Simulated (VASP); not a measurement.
The system is ZrAl2N3.

```
CELL_PARAMETERS angstrom
-1.66977 1.66977 7.08424
1.66977 -1.66977 7.08424
1.66977 1.66977 -7.08424
ATOMIC_POSITIONS crystal
Zr 0.50000 0.50000 0.00000
Al 0.83333 0.83333 0.00000
Al 0.16667 0.16667 0.00000
N 0.66667 0.66667 0.00000
N 0.33333 0.33333 0.00000
N 0.00000 0.00000 0.00000
```

- Program: VASP 6.6.1
- Task: relaxation of cell and atoms
- Functional: PBE
- Potentials or basis: VASP PAW PBE potentials, release 64 (Zr_sv, Al, N)
- Cutoff: 600 eV
- k mesh: 8 × 8 × 8
- Occupations: gaussian, width 0.1 eV
- Spin: no spin polarisation

At the start: pressure -31.8 GPa; volume 13.17 Å³/atom.

**Question.** Where does the relaxation end?

**Answer.** Over 10 steps the energy falls by 440.3 meV/atom and the volume is 10.09 Å³/atom (-23.3 %); space group I4/mmm (No. 139, to 0.1 Å) before and after.

Step by step:
| step | energy change (eV) | largest force (eV/Å) | pressure (GPa) | volume (Å³) |
| --- | --- | --- | --- | --- |
| 1 | 0.0000 | 0.7249 | -31.83 | 79.01 |
| 2 | -1.3399 | 3.3553 | 45.29 | 52.71 |
| 3 | -2.3150 | 2.3798 | -0.49 | 61.10 |
| 4 | -2.3164 | 2.4197 | 0.70 | 60.77 |
| 5 | -2.5876 | 0.5169 | 5.72 | 59.13 |
| 6 | -2.5891 | 0.5340 | 5.24 | 59.24 |
| 7 | -2.6266 | 0.3336 | -3.49 | 61.57 |
| 8 | -2.6368 | 0.2028 | -0.98 | 60.81 |
| 9 | -2.6414 | 0.0801 | 0.40 | 60.50 |
| 10 | -2.6418 | 0.0373 | 0.12 | 60.57 |

Final structure:
```yaml
crystal:
  lattice:
    - [-1.53573, 1.53573, 6.41998]
    - [1.53573, -1.53573, 6.41998]
    - [1.53573, 1.53573, -6.41998]
  atoms:
    - { symbol: Zr, position: [0.50000, 0.50000, 0.00000] }
    - { symbol: Al, position: [0.82794, 0.82794, 0.00000] }
    - { symbol: Al, position: [0.17206, 0.17206, 0.00000] }
    - { symbol: N, position: [0.67626, 0.67626, 0.00000] }
    - { symbol: N, position: [0.32374, 0.32374, 0.00000] }
    - { symbol: N, position: [0.00000, 0.00000, 0.00000] }
```

Caveat: the volume moved by over 15 % at a fixed basis, so the end points are rough.
